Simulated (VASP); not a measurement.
# Mo3W (P4/mmm) in VASP: relaxation of shape and atoms at fixed volume with PBE

Aim: the relaxation of shape and atoms at fixed volume of Mo3W with PBE.

Program: VASP 6.6.1. These are calculated values, not measurements. Logs are shortened: lines on timing, memory, paths and dates and some standing lists are left out, and cuts for length are marked.

## Step 1: The cell of the first run

It takes space group P4/mmm (No. 123, tetragonal). Conventional cell: a = 3.101 Å, b = 3.101 Å, c = 6.207 Å, α = 90.00°, β = 90.00°, γ = 90.00°. Within 3.5 Å of Mo (site symmetry 4mm) lie 10 Mo at 2.68 to 3.12 Å and 4 W at 2.69 Å. Mo (site symmetry 4/mmm) has 12 Mo at 2.68 to 3.10 Å and 2 W at 3.10 Å within 3.5 Å. Within 3.5 Å of W (site symmetry 4/mmm) lie 10 Mo at 2.69 to 3.10 Å and 4 W at 3.10 Å.

## Step 2: Relaxation of shape and atoms at fixed volume, PBE (14.93 Å³/atom)

Contents of INCAR:

```
SYSTEM = Mo3W
  PREC = Accurate
  ENCUT = 600
  EDIFF = 1E-6
  ISMEAR = 0
  SIGMA = 0.1
  LREAL = .False.
  LASPH = .True.
  NELM = 80
  ALGO = Fast
  ISIF = 4
  LWAVE = .False.
  LCHARG = .False.
  GGA = PE
  IBRION = 2
  NSW = 50
  EDIFFG = -0.01
```

Contents of KPOINTS:

```
regular mesh
0
Gamma
  14 14 8
  0 0 0
```

Contents of POSCAR:

```
Mo3W
1.0
    3.1014046349      0.0000000000      0.0000000000
    0.0000000000      3.1014046349      0.0000000000
    0.0000000000      0.0000000000      6.2067790192
Mo W
3 1
Direct
    0.0000000000      0.0000000000      0.7509572620
    0.5000000000      0.5000000000      0.0000000000
    0.0000000000      0.0000000000      0.2490427380
    0.5000000000      0.5000000000      0.5000000000
```

Potentials or basis: VASP PAW PBE potentials, release 64 (Mo_sv, W_sv).

Started as:

```console
$ cat potpaw_PBE.64/Mo_sv/POTCAR potpaw_PBE.64/W_sv/POTCAR > POTCAR
$ mpirun -np 1 vasp_std > vasp.out
```

OUTCAR:

```text
SYSTEM = Mo3W
   PREC = Accurate
   ENCUT = 600
   EDIFF = 1E-6
   ISMEAR = 0
   LREAL = .False.
   LASPH = .True.
   NELM = 80
   ISIF = 4
   GGA = PE
   IBRION = 2
   NSW = 50
   EDIFFG = -0.01

 ion  position               nearest neighbor table
   1  0.000  0.000  0.751-   2 2.68   2 2.68   2 2.68   2 2.68   4 2.69   4 2.69   4 2.69   4 2.69
                             3 3.09   3 3.12
   2  0.500  0.500  0.000-   1 2.68   3 2.68   1 2.68   3 2.68   1 2.68   3 2.68   1 2.68   3 2.68
                             4 3.10   4 3.10
   3  0.000  0.000  0.249-   2 2.68   2 2.68   2 2.68   2 2.68   4 2.69   4 2.69   4 2.69   4 2.69
                             1 3.09   1 3.12
   4  0.500  0.500  0.500-   1 2.69   3 2.69   1 2.69   3 2.69   1 2.69   3 2.69   1 2.69   3 2.69
                             2 3.10   2 3.10

  LATTYP: Found a simple tetragonal cell.
 ALAT       =     3.1014046349
 C/A-ratio  =     2.0012799844

  Lattice vectors:

 A1 = (   3.1014046349,   0.0000000000,   0.0000000000)
 A2 = (   0.0000000000,   3.1014046349,   0.0000000000)
 A3 = (   0.0000000000,   0.0000000000,   6.2067790192)

Analysis of symmetry for initial positions (statically):
=====================================================================
 Subroutine PRICEL returns:
 Original cell was already a primitive cell.

 Routine SETGRP: Setting up the symmetry group for a
 simple tetragonal supercell.

 Subroutine GETGRP returns: Found 16 space group operations
 (whereof 16 operations were pure point group operations)
 out of a pool of 16 trial point group operations.

The static configuration has the point symmetry D_4h.

Analysis of symmetry for dynamics (positions and initial velocities):
=====================================================================
 Subroutine PRICEL returns:
 Original cell was already a primitive cell.

 Routine SETGRP: Setting up the symmetry group for a
 simple tetragonal supercell.

 Subroutine GETGRP returns: Found 16 space group operations
 (whereof 16 operations were pure point group operations)
 out of a pool of 16 trial point group operations.

The dynamic configuration has the point symmetry D_4h.

 Subroutine INISYM returns: Found 16 space group operations
 (whereof 16 operations are pure point group operations),
 and found     1 'primitive' translations

----------------------------------------------------------------------------------------

                                     Primitive cell

  volume of cell :      59.7012

  direct lattice vectors                    reciprocal lattice vectors
     3.101404635  0.000000000  0.000000000     0.322434547  0.000000000  0.000000000
     0.000000000  3.101404635  0.000000000     0.000000000  0.322434547  0.000000000
     0.000000000  0.000000000  6.206779019     0.000000000  0.000000000  0.161114162

  length of vectors
     3.101404635  3.101404635  6.206779019     0.322434547  0.322434547  0.161114162

  position of ions in fractional coordinates (direct lattice)
     0.000000000  0.000000000  0.750957262
     0.500000000  0.500000000  0.000000000
     0.000000000  0.000000000  0.249042738
     0.500000000  0.500000000  0.500000000

  ion indices of the primitive-cell ions
   primitive index   ion index
                 1           1
                 2           2
                 3           3
                 4           4

----------------------------------------------------------------------------------------

 KPOINTS: regular mesh

Automatic generation of k-mesh.
 Grid dimensions read from file:
 generate k-points for:   14   14    8

 Generating k-lattice:

  Cartesian coordinates                     Fractional coordinates (reciprocal lattice)
     0.023031039  0.000000000  0.000000000     0.071428571  0.000000000  0.000000000
     0.000000000  0.023031039  0.000000000     0.000000000  0.071428571  0.000000000
     0.000000000  0.000000000  0.020139270     0.000000000  0.000000000  0.125000000

  Length of vectors
     0.023031039  0.023031039  0.020139270

  Shift w.r.t. Gamma in fractional coordinates (k-lattice)
     0.000000000  0.000000000  0.000000000

 Subroutine IBZKPT returns following result:
 ===========================================

 Found    180 irreducible k-points:

 Following reciprocal coordinates:
            Coordinates               Weight
  0.000000  0.000000  0.000000      1.000000
  0.071429  0.000000  0.000000      4.000000
  0.142857  0.000000  0.000000      4.000000
  0.214286  0.000000  0.000000      4.000000
  0.285714  0.000000  0.000000      4.000000
  0.357143  0.000000  0.000000      4.000000
[... 16 lines left out ...]
  0.285714  0.214286  0.000000      8.000000
  0.357143  0.214286  0.000000      8.000000
 [... further k-points ...]
   k-points           NKPTS =    180   k-points in BZ     NKDIM =    180   number of bands    NBANDS=     33
   number of dos      NEDOS =    301   number of ions     NIONS =      4
   total plane-waves  NPLWV =  39200
   dimension x,y,z NGX =    28 NGY =   28 NGZ =   50
   dimension x,y,z NGXF=    56 NGYF=   56 NGZF=  100
   ions per type =               3   1
   NGX,Y,Z   is equivalent  to a cutoff of  15.01, 15.01, 13.39 a.u.
   NGXF,Y,Z  is equivalent  to a cutoff of  30.02, 30.02, 26.78 a.u.
 SYSTEM =  Mo3W
   PREC   = accura    normal or accurate (medium, high low for compatibility)
   ISTART =      0    job   : 0-new  1-cont  2-samecut
   ICHARG =      2    charge: 1-file 2-atom 10-const
   ISPIN  =      1    spin polarized calculation?
   LNONCOLLINEAR =      F non collinear calculations
   LSORBIT =      F    spin-orbit coupling
   LASPH  =      T    aspherical Exc in radial PAW
   ENCUT  =  600.0 eV  44.10 Ry    6.64 a.u.   6.19  6.19 12.40*2*pi/ulx,y,z
   NELM   =     80;   NELMIN=  2; NELMDL= -5     # of ELM steps
   EDIFF  = 0.1E-05   stopping-criterion for ELM
   LREAL  =      F    real-space projection
   EDIFFG = -.1E-01   stopping-criterion for IOM
   NSW    =     50    number of steps for IOM
   IBRION =      2    ionic relax: 0-MD 1-quasi-New 2-CG
   NFREE  =      1    steps in history (QN), initial steepest desc. (CG)
   ISIF   =      4    stress and relaxation
   ISYM   =      2    0-nonsym 1-usesym 2-fastsym
   POTIM  = 0.5000    time-step for ionic-motion
   TEBEG  =    0.0;   TEEND  =   0.0 temperature during run
   PSTRESS=    0.0 pullay stress
   NELECT =      56.0000    total number of electrons
   NUPDOWN=      -1.0000    fix difference up-down
   EMIN   =  10.00;   EMAX   =-10.00  energy-range for DOS
   EFERMI =   0.00;   METHOD = LEGACY
   ISMEAR =     0;   SIGMA  =   0.10  broadening in eV -4-tet -1-fermi 0-gaus
   EFERMI_NEDOS =   21; number of points for ismear=-14 and -15
   IALGO  =     68    algorithm
   IMIX   =      4    mixing-type and parameters
     AMIX     =   0.40;   BMIX     =  1.00
     AMIX_MAG =   1.60;   BMIX_MAG =  1.00
  volume/ion in A,a.u.               =      14.93       100.72
  Fermi-wavevector in a.u.,A,eV,Ry     =   1.602543  3.028368 34.941737  2.568145
  Thomas-Fermi vector in A             =   2.699347
   LORBIT       =      0    0 simple, 1 ext, 2 COOP (PROOUT), +10 PAW based schemes
   GGA     = PE    functional components
   LHFCALC =     F    Hartree Fock is set to
   AEXX    =    0.0000 exact exchange contribution
   IVDW    =     0    specifies the selected vdW correction
   LEPSILON=     F    determine dielectric tensor
   LRPA    =     F    only Hartree local field effects (RPA)
 conjugate gradient relaxation of ions
 non-spin polarized calculation
 RMM-DIIS sequential band-by-band and
 Gauss-broadening in eV      SIGMA  =   0.10
  energy-cutoff  :      600.00
  volume of cell :       59.70
 maximum number of plane-waves:      2041
 NGX is ok and might be reduce to    28
   NGX = 13   NGY = 13   NGZ = 25

--------------------------------------- Ionic step        1  -------------------------------------------

 number of electron      56.0000002 magnetization

 Free energy of the ion-electron system (eV)
  ---------------------------------------------------
  ext. energy  EPLUGINS =         0.00000000
  ---------------------------------------------------
  free energy    TOTEN  =       -45.55041678 eV

  energy without entropy =      -45.53707248  energy(sigma->0) =      -45.54374463

------------------------ aborting loop because EDIFF is reached ----------------------------------------

  FORCE on cell =-STRESS in cart. coord.  units (eV):
  Direction    XX          YY          ZZ          XY          YZ          ZX
  --------------------------------------------------------------------------------------
  -------------------------------------------------------------------------------------
  Total        7.3390796      7.3390796      7.2811457      0.0000000      0.0000000      0.0000000
  in kB      196.9559163    196.9559163    195.4011682      0.0000000      0.0000000      0.0000000
  external PRESSURE =     196.4376669 kB  Pullay stress =       0.0000000 kB
[... 61 lines left out ...]
  energy  without entropy=      -45.5372494026  energy(sigma->0) =      -45.54388422

--------------------------------------- Ionic step        3  -------------------------------------------

 number of electron      56.0000002 magnetization

 Free energy of the ion-electron system (eV)
  ---------------------------------------------------
  ext. energy  EPLUGINS =         0.00000000
  ---------------------------------------------------
  free energy    TOTEN  =       -45.55052574 eV

  energy without entropy =      -45.53724111  energy(sigma->0) =      -45.54388342

 E-fermi :  13.1234     XC(G=0): -13.7383

 val. band max:       13.1193655991   @ k =   0.3571   0.0714   0.2500
 cond. band min:      13.1257270615   @ k =   0.0000   0.0000   0.5000
 fundamental gap:      0.0063614624
 Fermi energy:        13.1234373238

 k-point     1 :       0.0000    0.0000    0.0000
  band No.  band energies     occupation
      1     -60.9517      2.00000
      2     -48.1105      2.00000
      3     -47.8536      2.00000
      4     -47.7132      2.00000
      5     -25.2587      2.00000
      6     -25.1253      2.00000
[... 853 lines left out ...]
     32      15.0048      0.00000
     33      15.0411      0.00000

 [... further k-points ...]
[... 5 lines left out ...]
  --------------------------------------------------------------------------------------
  -------------------------------------------------------------------------------------
  Total        7.3056376      7.3056376      7.3231935      0.0000000      0.0000000      0.0000000
  in kB      196.0584484    196.0584484    196.5295898      0.0000000      0.0000000      0.0000000
  external PRESSURE =     196.2154955 kB  Pullay stress =       0.0000000 kB
[... 19 lines left out ...]
  FREE ENERGIE OF THE ION-ELECTRON SYSTEM (eV)
  ---------------------------------------------------
  free  energy   TOTEN  =       -45.5505257414 eV

  energy  without entropy=      -45.5372411053  energy(sigma->0) =      -45.54388342

 reached required accuracy - stopping structural energy minimisation
```

Run time: 10 min. Hardware: 1 thread of Intel Xeon 8259CL, shared host; peak memory 0.49 GiB.

What came out:

```yaml
Free_energy: -45.5505 eV
Energy_gained_by_relaxing: 0.0 meV/atom
Ionic_steps: 3
Pressure_after_relaxing: 19.6 GPa
Largest_force_after_relaxing: 0.003 eV/Å
Band_gap_on_the_k_mesh: zero (bands 28 and 29 overlap by 2.20 eV)
```

Forces on the atoms (eV/Å):
```
Mo   0.000  0.000  0.003
Mo   0.000  0.000  0.000
Mo   0.000  0.000 -0.003
W    0.000  0.000  0.000
```

The path:
```csv
step,energy change (eV),largest force (eV/Å),pressure (GPa),volume (Å³)
1,0.0000,0.0502,19.64,59.70
2,-0.0001,0.0121,19.63,59.70
3,-0.0001,0.0031,19.62,59.70
```

Final structure:
```yaml
crystal:
  lattice:
    - [3.10198, 0.00000, 0.00000]
    - [0.00000, 3.10198, 0.00000]
    - [0.00000, 0.00000, 6.20448]
  atoms:
    - { symbol: Mo, position: [0.00000, 0.00000, 0.75127] }
    - { symbol: Mo, position: [0.50000, 0.50000, 0.00000] }
    - { symbol: Mo, position: [0.00000, 0.00000, 0.24873] }
    - { symbol: W, position: [0.50000, 0.50000, 0.50000] }
```

Levels at points of the mesh, in eV from the Fermi level:
```csv
k point,band 25,band 26,band 27,band 28,band 29,band 30,band 31,band 32
"(0.00, 0.00, 0.00)",-1.46,-1.46,-0.74,-0.74,-0.58,-0.58,0.88,1.14
"(0.50, 0.00, 0.00)",-0.75,-0.74,-0.59,-0.59,0.88,1.13,1.56,1.57
"(0.50, 0.50, 0.00)",-2.79,-2.79,1.57,1.57,1.83,1.88,2.46,2.48
"(0.00, 0.00, 0.50)",-1.43,-1.43,-0.90,-0.70,0.00,0.12,1.61,1.61
"(0.50, 0.00, 0.50)",-1.82,-1.81,-1.79,-1.65,0.72,0.77,0.99,1.02
"(0.50, 0.50, 0.50)",-0.81,-0.81,-0.49,-0.49,2.09,2.11,2.34,2.48
```

Caveat: spin-orbit coupling is left out, which moves the levels of the heavy elements.
